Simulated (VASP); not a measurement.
# EuS (rocksalt type) (Fm-3m) in VASP: further runs

Runs on EuS (rocksalt type). Level: PBE. Tasks: electric field gradients.

Program: VASP 6.6.1. These are calculated values, not measurements. Logs are shortened: lines on timing, memory, paths and dates and some standing lists are left out, and cuts for length are marked.

## Step 1: The cell of the first run

It takes space group Fm-3m (No. 225, cubic). The conventional cell has a = 5.887 Å, b = 5.887 Å, c = 5.887 Å, α = 90.00°, β = 90.00°, γ = 90.00°. Within 3.9 Å of Eu (site symmetry m-3m) lie 6 S at 2.94 Å. Within 3.9 Å of S (site symmetry m-3m) lie 6 Eu at 2.94 Å.

## Step 2: Electric field gradients, PBE, collinear spin, ferromagnetic start (25.51 Å³/atom)

INCAR reads:

```
SYSTEM = EuS
PREC     = Accurate       ! precision mode
ENCUT    = 520            ! plane-wave cutoff, eV
EDIFF    = 1E-8           ! SCF threshold, eV
ISMEAR   = -1             ! smearing method
SIGMA    = 0.08           ! smearing width, eV
LREAL    = .False.        ! projectors in reciprocal space
LASPH    = .True.         ! aspherical terms in the spheres
NELM     = 200            ! most SCF steps
ALGO     = Normal         ! electronic algorithm
ISIF     = 2              ! what is computed and relaxed
LWAVE    = .False.        ! write WAVECAR
LCHARG   = .False.        ! write CHGCAR
ISPIN    = 2              ! spin polarisation
MAGMOM   = 7 0            ! initial moments
LORBIT   = 11             ! projections on sites
LMAXMIX  = 6              ! l up to which the mixer works
GGA      = PE             ! functional
LEFG     = .True.       
NBANDS   = 22             ! bands
GGA_COMPAT= .False.
```

KPOINTS reads:

```
regular mesh
0
Gamma
  10 10 10
  0 0 0
```

POSCAR reads:

```
EuS
1.0
    0.0000000000      2.9435905519      2.9435905519
    2.9435905519      0.0000000000      2.9435905519
    2.9435905519      2.9435905519      0.0000000000
Eu S
1 1
Direct
    0.0000000000      0.0000000000      0.0000000000
    0.5000000000      0.5000000000      0.5000000000
```

Potentials or basis: VASP PAW PBE potentials, release 64 (Eu, S).

Launch:

```
cat potpaw_PBE.64/Eu/POTCAR potpaw_PBE.64/S/POTCAR > POTCAR
mpirun -np 1 vasp_std > vasp.out
```

OUTCAR:

```text
SYSTEM = EuS
   PREC = Accurate
   ENCUT = 520
   EDIFF = 1E-8
   ISMEAR = -1
   LREAL = .False.
   LASPH = .True.
   NELM = 200
   ISIF = 2
   ISPIN = 2
   LORBIT = 11
   GGA = PE

 ion  position               nearest neighbor table
   1  0.000  0.000  0.000-   2 2.94   2 2.94   2 2.94   2 2.94   2 2.94   2 2.94
   2  0.500  0.500  0.500-   1 2.94   1 2.94   1 2.94   1 2.94   1 2.94   1 2.94

  LATTYP: Found a face centered cubic cell.
 ALAT       =     5.8871811038

  Lattice vectors:

 A1 = (   0.0000000000,   2.9435905519,   2.9435905519)
 A2 = (   2.9435905519,   0.0000000000,   2.9435905519)
 A3 = (   2.9435905519,   2.9435905519,   0.0000000000)

Analysis of symmetry for initial positions (statically):
=====================================================================
 Subroutine PRICEL returns:
 Original cell was already a primitive cell.

 Routine SETGRP: Setting up the symmetry group for a
 face centered cubic supercell.

 Subroutine GETGRP returns: Found 48 space group operations
 (whereof 48 operations were pure point group operations)
 out of a pool of 48 trial point group operations.

The static configuration has the point symmetry O_h .

Analysis of symmetry for dynamics (positions and initial velocities):
=====================================================================
 Subroutine PRICEL returns:
 Original cell was already a primitive cell.

 Routine SETGRP: Setting up the symmetry group for a
 face centered cubic supercell.

 Subroutine GETGRP returns: Found 48 space group operations
 (whereof 48 operations were pure point group operations)
 out of a pool of 48 trial point group operations.

The dynamic configuration has the point symmetry O_h .

Analysis of structural, dynamic, and magnetic symmetry:
=====================================================================
 Subroutine PRICEL returns:
 Original cell was already a primitive cell.

 Routine SETGRP: Setting up the symmetry group for a
 face centered cubic supercell.

 Subroutine GETGRP returns: Found 48 space group operations
[... 756 lines left out ...]
     21      10.6209      0.00000
     22      11.6335      0.00000

 [... further k-points ...]

 spin component 2

 k-point     1 :       0.0000    0.0000    0.0000
  band No.  band energies     occupation
      1     -33.9249      1.00000
      2     -13.4425      1.00000
      3     -13.4425      1.00000
      4     -13.4425      1.00000
      5      -9.0533      1.00000
      6       1.8769      1.00000
[... 589 lines left out ...]
     21      11.4861      0.00000
     22      12.4214      0.00000

 [... further k-points ...]

------------------------ aborting loop because EDIFF is reached ----------------------------------------

  FORCE on cell =-STRESS in cart. coord.  units (eV):
  Direction    XX          YY          ZZ          XY          YZ          ZX
  --------------------------------------------------------------------------------------
  -------------------------------------------------------------------------------------
  Total       -0.4133910     -0.4133910     -0.4133910     -0.0000000      0.0000000      0.0000000
  in kB      -12.9840253    -12.9840253    -12.9840253     -0.0000000      0.0000000      0.0000000
  external PRESSURE =     -12.9840253 kB  Pullay stress =       0.0000000 kB

 VOLUME and BASIS-vectors are now :
 -----------------------------------------------------------------------------
  energy-cutoff  :      520.00
  volume of cell :       51.01
      direct lattice vectors                 reciprocal lattice vectors
     0.000000000  2.943590552  2.943590552    -0.169860581  0.169860581  0.169860581
     2.943590552  0.000000000  2.943590552     0.169860581 -0.169860581  0.169860581
     2.943590552  2.943590552  0.000000000     0.169860581  0.169860581 -0.169860581

 POSITION                                       TOTAL-FORCE (eV/Angst)
 -----------------------------------------------------------------------------------
      0.00000      0.00000      0.00000        -0.000000     -0.000000     -0.000000
      2.94359      2.94359      2.94359         0.000000      0.000000      0.000000
 -----------------------------------------------------------------------------------
    total drift:                                0.000000     -0.000000     -0.000000

  FREE ENERGIE OF THE ION-ELECTRON SYSTEM (eV)
  ---------------------------------------------------
  free  energy   TOTEN  =       -19.9341729823 eV

  energy  without entropy=      -19.8992133855  energy(sigma->0) =      -19.91669318

 Electric field gradients (V/A^2)
---------------------------------------------------------------------
 ion       V_xx      V_yy      V_zz      V_xy      V_xz      V_yz
---------------------------------------------------------------------
   1      -0.000    -0.000     0.000    -0.001    -0.001    -0.001
   2      -0.000    -0.000    -0.000    -0.000    -0.000    -0.000
---------------------------------------------------------------------

 Electric field gradients after diagonalization (V/A^2)
 (convention: |V_zz| > |V_xx| > |V_yy|)
----------------------------------------------------------------------
 ion       V_xx      V_yy      V_zz     asymmetry (V_yy - V_xx)/ V_zz
----------------------------------------------------------------------
   1       0.001     0.001    -0.001       0.000
   2       0.000     0.000    -0.001       0.000
----------------------------------------------------------------------

           NMR quadrupolar parameters

 Cq : quadrupolar parameter    Cq=e*Q*V_zz/h
 eta: asymmetry parameters     (V_yy - V_xx)/ V_zz
 Q  : nuclear electric quadrupole moment in mb (millibarn)
----------------------------------------------------------------------
 ion       Cq(MHz)       eta       Q (mb)
----------------------------------------------------------------------
   1      -0.000       0.000       1.000
   2      -0.000       0.000       1.000
----------------------------------------------------------------------

 total charge

# of ion       s       p       d       f       tot
--------------------------------------------------
    1        2.029   5.758   0.332   6.631  14.749
    2        1.316   2.440   0.000   0.000   3.757
--------------------------------------------------
tot          3.345   8.198   0.332   6.631  18.506

 magnetization (x)

# of ion       s       p       d       f       tot
--------------------------------------------------
    1       -0.014  -0.113   0.095   6.597   6.565
    2       -0.007  -0.065   0.000   0.000  -0.072
--------------------------------------------------
tot         -0.022  -0.178   0.095   6.597   6.493
```

It took 3.7 min on 1 thread of Oxide Virtual Turin-like, shared host; peak memory 0.23 GiB.

Results:

* Free energy: -19.9342 eV
* Pressure: -1.3 GPa
* Net moment: 6.95 μB per cell
* Site moments: Eu +6.57; S -0.07 μB
* Largest electric field gradient by atom: under 0.05 V/Å² on every atom
* Valence electrons inside the program's atomic spheres: Eu 14.75; S 3.76

Caveat: spin-orbit coupling is left out, which moves the levels of the heavy elements; a cell with one magnetic atom can't hold antiferromagnetic order, which such compounds often take; semilocal functionals describe open f shells poorly, which spoils levels, moments and volumes. With open d or f shells a metallic result of PBE can be an artefact of self-interaction; +U or a hybrid may open a gap.

## Step 3: Electric field gradients, PBE, collinear spin, ferromagnetic start (26.01 Å³/atom)

This run uses another cell than the first one, of 26.01 Å³/atom.

INCAR reads:

```
PREC = Accurate ; ENCUT = 520
EDIFF = 1E-8 ; ISMEAR = -1
SIGMA = 0.08 ; LREAL = False
LASPH = True ; NELM = 200
ALGO = Normal ; ISIF = 2
LWAVE = False ; LCHARG = False
ISPIN = 2 ; MAGMOM = 7 0
LORBIT = 11 ; LMAXMIX = 6
GGA = PE ; LEFG = True
NBANDS = 22 ; GGA_COMPAT = False
```

KPOINTS reads:

```
Automatic mesh
0
Gamma
  10 10 10
```

POSCAR reads:

```
EuS
1.0
    0.0000000000      2.9627053119      2.9627053119
    2.9627053119      0.0000000000      2.9627053119
    2.9627053119      2.9627053119      0.0000000000
Eu S
1 1
Direct
    0.0000000000      0.0000000000      0.0000000000
    0.5000000000      0.5000000000      0.5000000000
```

Potentials or basis: VASP PAW PBE potentials, release 64 (Eu, S).

Launch:

```
cat potpaw_PBE.64/Eu/POTCAR potpaw_PBE.64/S/POTCAR > POTCAR
mpirun -np 1 vasp_std > vasp.out
```

OUTCAR:

```text
PREC = Accurate
   ENCUT = 520
   EDIFF = 1E-8
   ISMEAR = -1
   LREAL = False
   LASPH = True
   NELM = 200
   ISIF = 2
   ISPIN = 2
   LORBIT = 11
   GGA = PE

 ion  position               nearest neighbor table
   1  0.000  0.000  0.000-   2 2.96   2 2.96   2 2.96   2 2.96   2 2.96   2 2.96
   2  0.500  0.500  0.500-   1 2.96   1 2.96   1 2.96   1 2.96   1 2.96   1 2.96

  LATTYP: Found a face centered cubic cell.
 ALAT       =     5.9254106238

  Lattice vectors:

 A1 = (   0.0000000000,   2.9627053119,   2.9627053119)
 A2 = (   2.9627053119,   0.0000000000,   2.9627053119)
 A3 = (   2.9627053119,   2.9627053119,   0.0000000000)

Analysis of symmetry for initial positions (statically):
=====================================================================
 Subroutine PRICEL returns:
 Original cell was already a primitive cell.

 Routine SETGRP: Setting up the symmetry group for a
 face centered cubic supercell.

 Subroutine GETGRP returns: Found 48 space group operations
 (whereof 48 operations were pure point group operations)
 out of a pool of 48 trial point group operations.

The static configuration has the point symmetry O_h .

Analysis of symmetry for dynamics (positions and initial velocities):
=====================================================================
 Subroutine PRICEL returns:
 Original cell was already a primitive cell.

[... 1387 lines left out ...]
  --------------------------------------------------------------------------------------
  -------------------------------------------------------------------------------------
  Total       -0.7087985     -0.7087985     -0.7087985     -0.0000000      0.0000000      0.0000000
  in kB      -21.8342363    -21.8342363    -21.8342363     -0.0000000      0.0000000      0.0000000
  external PRESSURE =     -21.8342363 kB  Pullay stress =       0.0000000 kB

 VOLUME and BASIS-vectors are now :
 -----------------------------------------------------------------------------
  energy-cutoff  :      520.00
  volume of cell :       52.01
      direct lattice vectors                 reciprocal lattice vectors
     0.000000000  2.962705312  2.962705312    -0.168764675  0.168764675  0.168764675
     2.962705312  0.000000000  2.962705312     0.168764675 -0.168764675  0.168764675
     2.962705312  2.962705312  0.000000000     0.168764675  0.168764675 -0.168764675

 POSITION                                       TOTAL-FORCE (eV/Angst)
 -----------------------------------------------------------------------------------
      0.00000      0.00000      0.00000        -0.000000     -0.000000      0.000000
      2.96271      2.96271      2.96271         0.000000      0.000000     -0.000000
 -----------------------------------------------------------------------------------
    total drift:                                0.000000     -0.000000     -0.000000

  FREE ENERGIE OF THE ION-ELECTRON SYSTEM (eV)
  ---------------------------------------------------
  free  energy   TOTEN  =       -19.9238488119 eV

  energy  without entropy=      -19.8896824939  energy(sigma->0) =      -19.90676565

 Electric field gradients (V/A^2)
---------------------------------------------------------------------
 ion       V_xx      V_yy      V_zz      V_xy      V_xz      V_yz
---------------------------------------------------------------------
   1       0.000    -0.000     0.000    -0.001    -0.001    -0.001
   2       0.000     0.000     0.000    -0.000    -0.000    -0.000
---------------------------------------------------------------------

 Electric field gradients after diagonalization (V/A^2)
 (convention: |V_zz| > |V_xx| > |V_yy|)
----------------------------------------------------------------------
 ion       V_xx      V_yy      V_zz     asymmetry (V_yy - V_xx)/ V_zz
----------------------------------------------------------------------
   1       0.001     0.001    -0.002       0.000
   2       0.000     0.000    -0.001       0.000
----------------------------------------------------------------------

           NMR quadrupolar parameters

 Cq : quadrupolar parameter    Cq=e*Q*V_zz/h
 eta: asymmetry parameters     (V_yy - V_xx)/ V_zz
 Q  : nuclear electric quadrupole moment in mb (millibarn)
----------------------------------------------------------------------
 ion       Cq(MHz)       eta       Q (mb)
----------------------------------------------------------------------
   1      -0.000       0.000       1.000
   2      -0.000       0.000       1.000
----------------------------------------------------------------------

 total charge

# of ion       s       p       d       f       tot
--------------------------------------------------
    1        2.028   5.757   0.319   6.640  14.744
    2        1.316   2.435   0.000   0.000   3.751
--------------------------------------------------
tot          3.344   8.191   0.319   6.640  18.494

 magnetization (x)

# of ion       s       p       d       f       tot
--------------------------------------------------
    1       -0.015  -0.113   0.093   6.608   6.573
    2       -0.007  -0.064   0.000   0.000  -0.071
--------------------------------------------------
tot         -0.021  -0.178   0.093   6.608   6.502
```

It took 4.1 min on 1 thread of Oxide Virtual Turin-like, shared host; peak memory 0.24 GiB.

What came out:

```yaml
Free_energy: -19.9238 eV
Pressure: -2.2 GPa
Net_moment: 6.96 μB per cell
Site_moments: Eu +6.57; S -0.07 μB
Largest_electric_field_gradient_by_atom: under 0.05 V/Å² on every atom
Valence_electrons_inside_the_program's_atomic_spheres: Eu 14.74; S 3.75
```

Caveat: spin-orbit coupling is left out, which moves the levels of the heavy elements; a cell with one magnetic atom can't hold antiferromagnetic order, which such compounds often take; semilocal functionals describe open f shells poorly, which spoils levels, moments and volumes. With open d or f shells a metallic result of PBE can be an artefact of self-interaction; +U or a hybrid may open a gap.
